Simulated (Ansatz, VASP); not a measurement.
# K: VASP beside Ansatz

File INCAR:

```
SYSTEM = K
PREC = Accurate
ENCUT = 600
EDIFF = 1E-6
ISMEAR = 0
SIGMA = 0.1
LREAL = .False.
LASPH = .True.
NELM = 60
ALGO = Fast
ISIF = 3
LWAVE = .False.
LCHARG = .False.
GGA = PS
IBRION = 2
NSW = 80
EDIFFG = -0.01
```

KPOINTS

```
Automatic mesh
0
Gamma
  12 12 12
  0 0 0
```

POSCAR

```
K
1.0
   -2.6301727157      2.6301727157      2.6301727157
    2.6301727157     -2.6301727157      2.6301727157
    2.6301727157      2.6301727157     -2.6301727157
K
1
Direct
    0.0000000000      0.0000000000      0.0000000000
```

Input for Ansatz:

```yaml
crystal:
  lattice:
    - [-2.6301727157, 2.6301727157, 2.6301727157]
    - [2.6301727157, -2.6301727157, 2.6301727157]
    - [2.6301727157, 2.6301727157, -2.6301727157]
  atoms:
    - { symbol: K, position: [0.0, 0.0, 0.0] }
basis:
  ecutwfc: 420
kpoints:
  mp_grid: { grid: [12, 12, 12] }
hamiltonian:
  xc: pbesol
scf:
  occupations: { method: gaussian, width: 0.1 }
output:
  forces: true
  stress: true
  eigenvalues: true
relax:
  adjacent_minimum: "off"
  f_tol: 0.01
  max_steps: 60
  cell: { stress_tol: 0.1 }
```

Alike in both runs: task relaxation of cell and atoms; functional PBEsol; k mesh 12 × 12 × 12; occupations gaussian, width 0.1 eV; no spin polarisation.

|  | VASP | Ansatz |
| --- | --- | --- |
| version | VASP 6.6.1 | Ansatz 0.2.0 |
| potentials or method | VASP PAW PBE potentials, release 64 (K_sv), cutoff 600 eV | scalar-relativistic, plane waves, PAW |
| valence electrons in the cell | 9 | 9 |

```csv
,VASP,Ansatz,Ansatz less VASP
"gap on the k mesh at the Fermi level, each at its own relaxed structure (eV)",none,none,-
relaxed volume (Å³/atom),70.46,72.78,+2.322
relaxed length of the cell vector where the two differ most in proportion (Å),4.507,4.556,+0.0490
```

VASP's potentials were made for PBE, not for PBEsol. A gap of «none» marks a metal or a gap that the smearing closes.
